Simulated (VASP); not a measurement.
# V (Pm-3m) in VASP: notebook

V is run at these levels: LDA; tasks: single point.

All numbers are computed with VASP 6.6.1; they aren't measurements. Logs are shortened: lines on timing, memory, paths and dates and some standing lists are left out, and cuts for length are marked.

**1. The cell of the first run**

The structure is cubic, space group Pm-3m (No. 221). Conventional cell: a = 2.443 Å, b = 2.443 Å, c = 2.443 Å, α = 90.00°, β = 90.00°, γ = 90.00°. V (site symmetry m-3m) has 6 V at 2.44 Å within 3.2 Å.

**2. Single point, LDA (volume scaled by 1.08)**

File INCAR:

```
SYSTEM = V
  ALGO = Normal
  EDIFF = 1E-6
  ENCUT = 520
  ISIF = 2
  ISMEAR = -1
  LASPH = .True.
  LCHARG = .False.
  LREAL = .False.
  LWAVE = .False.
  NBANDS = 12
  NELM = 60
  PREC = Accurate
  SIGMA = 0.1
```

File KPOINTS:

```
k-points
0
Gamma
  15 15 15
  0 0 0
```

File POSCAR:

```
V
1.0
    2.4426596084      0.0000000000      0.0000000000
    0.0000000000      2.4426596084      0.0000000000
    0.0000000000      0.0000000000      2.4426596084
V
1
Direct
    0.0000000000      0.0000000000      0.0000000000
```

Potentials or basis: VASP PAW LDA potentials, release 64 (V_sv).

Launch:

```sh
$ cat potpaw_LDA.64/V_sv/POTCAR > POTCAR
$ mpirun -np 1 vasp_std > vasp.out
```

OUTCAR:

```text
SYSTEM = V
   EDIFF = 1E-6
   ENCUT = 520
   ISIF = 2
   ISMEAR = -1
   LASPH = .True.
   LREAL = .False.
   NELM = 60
   PREC = Accurate

 ion  position               nearest neighbor table
   1  0.000  0.000  0.000-

  LATTYP: Found a simple cubic cell.
 ALAT       =     2.4426596084

  Lattice vectors:

 A1 = (   2.4426596084,   0.0000000000,   0.0000000000)
 A2 = (   0.0000000000,   2.4426596084,   0.0000000000)
 A3 = (   0.0000000000,   0.0000000000,   2.4426596084)

Analysis of symmetry for initial positions (statically):
=====================================================================
 Subroutine PRICEL returns:
 Original cell was already a primitive cell.

 Routine SETGRP: Setting up the symmetry group for a
 simple cubic supercell.

 Subroutine GETGRP returns: Found 48 space group operations
 (whereof 48 operations were pure point group operations)
 out of a pool of 48 trial point group operations.

The static configuration has the point symmetry O_h .

Analysis of symmetry for dynamics (positions and initial velocities):
=====================================================================
 Subroutine PRICEL returns:
 Original cell was already a primitive cell.

 Routine SETGRP: Setting up the symmetry group for a
 simple cubic supercell.

 Subroutine GETGRP returns: Found 48 space group operations
 (whereof 48 operations were pure point group operations)
 out of a pool of 48 trial point group operations.

The dynamic configuration has the point symmetry O_h .

 Subroutine INISYM returns: Found 48 space group operations
 (whereof 48 operations are pure point group operations),
 and found     1 'primitive' translations

----------------------------------------------------------------------------------------

                                     Primitive cell

  volume of cell :      14.5743

  direct lattice vectors                    reciprocal lattice vectors
     2.442659608  0.000000000  0.000000000     0.409389829  0.000000000  0.000000000
     0.000000000  2.442659608  0.000000000     0.000000000  0.409389829  0.000000000
     0.000000000  0.000000000  2.442659608     0.000000000  0.000000000  0.409389829

  length of vectors
     2.442659608  2.442659608  2.442659608     0.409389829  0.409389829  0.409389829

  position of ions in fractional coordinates (direct lattice)
     0.000000000  0.000000000  0.000000000

  ion indices of the primitive-cell ions
   primitive index   ion index
                 1           1

----------------------------------------------------------------------------------------

 KPOINTS: k-points

Automatic generation of k-mesh.
 Grid dimensions read from file:
 generate k-points for:   15   15   15

 Generating k-lattice:

  Cartesian coordinates                     Fractional coordinates (reciprocal lattice)
     0.027292655  0.000000000  0.000000000     0.066666667  0.000000000  0.000000000
     0.000000000  0.027292655  0.000000000     0.000000000  0.066666667  0.000000000
     0.000000000  0.000000000  0.027292655     0.000000000  0.000000000  0.066666667

  Length of vectors
     0.027292655  0.027292655  0.027292655

  Shift w.r.t. Gamma in fractional coordinates (k-lattice)
     0.000000000  0.000000000  0.000000000

 Subroutine IBZKPT returns following result:
 ===========================================

 Found    120 irreducible k-points:

 Following reciprocal coordinates:
            Coordinates               Weight
  0.000000  0.000000  0.000000      1.000000
  0.066667  0.000000  0.000000      6.000000
  0.133333  0.000000  0.000000      6.000000
  0.200000  0.000000  0.000000      6.000000
  0.266667  0.000000  0.000000      6.000000
  0.333333  0.000000  0.000000      6.000000
[... 16 lines left out ...]
  0.266667  0.200000  0.000000     24.000000
  0.333333  0.200000  0.000000     24.000000
 [... further k-points ...]
   k-points           NKPTS =    120   k-points in BZ     NKDIM =    120   number of bands    NBANDS=     12
   number of dos      NEDOS =    301   number of ions     NIONS =      1
   total plane-waves  NPLWV =   5832
   dimension x,y,z NGX =    18 NGY =   18 NGZ =   18
   dimension x,y,z NGXF=    36 NGYF=   36 NGZF=   36
   ions per type =               1
   NGX,Y,Z   is equivalent  to a cutoff of  12.25, 12.25, 12.25 a.u.
   NGXF,Y,Z  is equivalent  to a cutoff of  24.50, 24.50, 24.50 a.u.
 SYSTEM =  V
   PREC   = accura    normal or accurate (medium, high low for compatibility)
   ISTART =      0    job   : 0-new  1-cont  2-samecut
   ICHARG =      2    charge: 1-file 2-atom 10-const
   ISPIN  =      1    spin polarized calculation?
   LNONCOLLINEAR =      F non collinear calculations
   LSORBIT =      F    spin-orbit coupling
   LASPH  =      T    aspherical Exc in radial PAW
   ENCUT  =  520.0 eV  38.22 Ry    6.18 a.u.   4.54  4.54  4.54*2*pi/ulx,y,z
   NELM   =     60;   NELMIN=  2; NELMDL= -5     # of ELM steps
   EDIFF  = 0.1E-05   stopping-criterion for ELM
   LREAL  =      F    real-space projection
   EDIFFG = 0.1E-04   stopping-criterion for IOM
   NSW    =      0    number of steps for IOM
   IBRION =     -1    ionic relax: 0-MD 1-quasi-New 2-CG
   NFREE  =      0    steps in history (QN), initial steepest desc. (CG)
   ISIF   =      2    stress and relaxation
   ISYM   =      2    0-nonsym 1-usesym 2-fastsym
   POTIM  = 0.5000    time-step for ionic-motion
   TEBEG  =    0.0;   TEEND  =   0.0 temperature during run
   PSTRESS=    0.0 pullay stress
   NELECT =      13.0000    total number of electrons
   NUPDOWN=      -1.0000    fix difference up-down
   EMIN   =  10.00;   EMAX   =-10.00  energy-range for DOS
   EFERMI =   0.00;   METHOD = LEGACY
   ISMEAR =    -1;   SIGMA  =   0.10  broadening in eV -4-tet -1-fermi 0-gaus
   EFERMI_NEDOS =   21; number of points for ismear=-14 and -15
   IALGO  =     38    algorithm
   IMIX   =      4    mixing-type and parameters
     AMIX     =   0.40;   BMIX     =  1.00
     AMIX_MAG =   1.60;   BMIX_MAG =  1.00
  volume/ion in A,a.u.               =      14.57        98.35
  Fermi-wavevector in a.u.,A,eV,Ry     =   1.575892  2.978003 33.789174  2.483434
  Thomas-Fermi vector in A             =   2.676807
   LORBIT       =      0    0 simple, 1 ext, 2 COOP (PROOUT), +10 PAW based schemes
   GGA     = CA    functional components
   LHFCALC =     F    Hartree Fock is set to
   AEXX    =    0.0000 exact exchange contribution
   IVDW    =     0    specifies the selected vdW correction
   LEPSILON=     F    determine dielectric tensor
   LRPA    =     F    only Hartree local field effects (RPA)
 non-spin polarized calculation
  energy-cutoff  :      520.00
  volume of cell :       14.57
 maximum number of plane-waves:       405
   NGX =  9   NGY =  9   NGZ =  9

 number of electron      12.9999975 magnetization

 Free energy of the ion-electron system (eV)
  ---------------------------------------------------
  ext. energy  EPLUGINS =         0.00000000
  ---------------------------------------------------
  free energy    TOTEN  =        -9.07890183 eV

  energy without entropy =       -9.02415689  energy(sigma->0) =       -9.05152936

 E-fermi :   8.6798     XC(G=0): -12.6800

 val. band max:        8.6734363505   @ k =   0.3333   0.2000   0.0667
 cond. band min:       8.6856933779   @ k =   0.3333   0.2000   0.1333
 fundamental gap:      0.0122570274
 Fermi energy:         8.6798060377

 k-point     1 :       0.0000    0.0000    0.0000
  band No.  band energies     occupation
      1     -54.4283      2.00000
      2     -28.0653      2.00000
      3     -28.0653      2.00000
      4     -28.0653      2.00000
      5       2.3923      2.00000
      6       6.5381      2.00000
      7       6.5381      2.00000
      8      12.1817      0.00000
      9      12.1817      0.00000
     10      12.1817      0.00000
     11      26.9999      0.00000
     12      26.9999      0.00000

 k-point     2 :       0.0667    0.0000    0.0000
  band No.  band energies     occupation
      1     -54.4207      2.00000
      2     -28.1152      2.00000
      3     -28.0610      2.00000
      4     -28.0610      2.00000
      5       2.5258      2.00000
      6       6.5690      2.00000
      7       6.6394      2.00000
      8      12.0780      0.00000
      9      12.0780      0.00000
     10      12.1895      0.00000
     11      25.9147      0.00000
     12      27.2075      0.00000

 k-point     3 :       0.1333    0.0000    0.0000
  band No.  band energies     occupation
      1     -54.3993      2.00000
      2     -28.2549      2.00000
      3     -28.0490      2.00000
      4     -28.0490      2.00000
      5       2.9109      2.00000
      6       6.6575      2.00000
      7       6.9313      2.00000
      8      11.7952      0.00000
      9      11.7952      0.00000
     10      12.2118      0.00000
     11      23.8663      0.00000
     12      27.8026      0.00000
[... 286 lines left out ...]
 k-point    23 :       0.2667    0.2000    0.0000
  band No.  band energies     occupation
      1     -54.2719      2.00000
      2     -28.6395      2.00000
      3     -28.3878      2.00000
      4     -27.9777      2.00000
      5       5.0939      2.00000
      6       7.4022      1.99999
      7       8.4581      1.80359
      8      10.4482      0.00000
      9      11.0836      0.00000
     10      11.5902      0.00000
     11      20.6585      0.00000
     12      23.9350      0.00000

 k-point    24 :       0.3333    0.2000    0.0000
  band No.  band energies     occupation
      1     -54.2372      2.00000
      2     -28.8487      2.00000
      3     -28.3638      2.00000
      4     -27.9585      2.00000
      5       5.7201      2.00000
      6       7.4713      1.99999
      7       8.6654      1.07197
      8      10.7226      0.00000
      9      10.7339      0.00000
     10      11.6367      0.00000
     11      18.9339      0.00000
     12      24.7079      0.00000

 [... further k-points ...]
[... 5 lines left out ...]
  --------------------------------------------------------------------------------------
  -------------------------------------------------------------------------------------
  Total       -0.8799425     -0.8799425     -0.8799425      0.0000000      0.0000000     -0.0000000
  in kB      -96.7333096    -96.7333096    -96.7333096      0.0000000      0.0000000     -0.0000000
  external PRESSURE =     -96.7333096 kB  Pullay stress =       0.0000000 kB

 VOLUME and BASIS-vectors are now :
 -----------------------------------------------------------------------------
  energy-cutoff  :      520.00
  volume of cell :       14.57
      direct lattice vectors                 reciprocal lattice vectors
     2.442659608  0.000000000  0.000000000     0.409389829  0.000000000  0.000000000
     0.000000000  2.442659608  0.000000000     0.000000000  0.409389829  0.000000000
     0.000000000  0.000000000  2.442659608     0.000000000  0.000000000  0.409389829

 POSITION                                       TOTAL-FORCE (eV/Angst)
 -----------------------------------------------------------------------------------
      0.00000      0.00000      0.00000         0.000000      0.000000      0.000000
 -----------------------------------------------------------------------------------
    total drift:                               -0.000000      0.000000      0.000000

  FREE ENERGIE OF THE ION-ELECTRON SYSTEM (eV)
  ---------------------------------------------------
  free  energy   TOTEN  =        -9.0789018286 eV

  energy  without entropy=       -9.0241568860  energy(sigma->0) =       -9.05152936
```

Wall time 8.5 s (1 thread of Intel Xeon 6975P-C, shared host); peak memory 0.13 GiB.

What came out:

* Free energy: -9.0789 eV
* Pressure: -9.7 GPa

**3. Single point, LDA (volume scaled by 1.12)**

File INCAR:

```
SYSTEM = V
  PREC = Accurate
  ENCUT = 520
  EDIFF = 1E-6
  ISMEAR = -1
  SIGMA = 0.1
  LREAL = .False.
  LASPH = .True.
  NELM = 80
  ALGO = Normal
  ISIF = 2
  LWAVE = .False.
  LCHARG = .False.
  GGA = CA
  NBANDS = 12
```

File KPOINTS:

```
regular mesh
0
Gamma
  15 15 15
  0 0 0
```

File POSCAR:

```
V
1.0
    2.4724510763      0.0000000000      0.0000000000
    0.0000000000      2.4724510763      0.0000000000
    0.0000000000      0.0000000000      2.4724510763
V
1
Direct
    0.0000000000      0.0000000000      0.0000000000
```

Potentials or basis: VASP PAW LDA potentials, release 64 (V_sv).

Launch:

```sh
$ cat potpaw_LDA.64/V_sv/POTCAR > POTCAR
$ mpirun -np 1 vasp_std > vasp.out
```

Run time: 8.4 s. Hardware: 1 thread of Intel Xeon 6975P-C, shared host; peak memory 0.13 GiB.

It converged, with:

```yaml
Free_energy: -9.0396 eV
Pressure: -13.8 GPa
```

Levels at points of the mesh, in eV from the Fermi level:
```tsv
k point	band 4	band 5	band 6	band 7	band 8	band 9	band 10	band 11
(0.00, 0.00, 0.00)	-36.82	-6.20	-2.03	-2.03	3.35	3.35	3.35	17.88
```

[end of part 1 of 2]
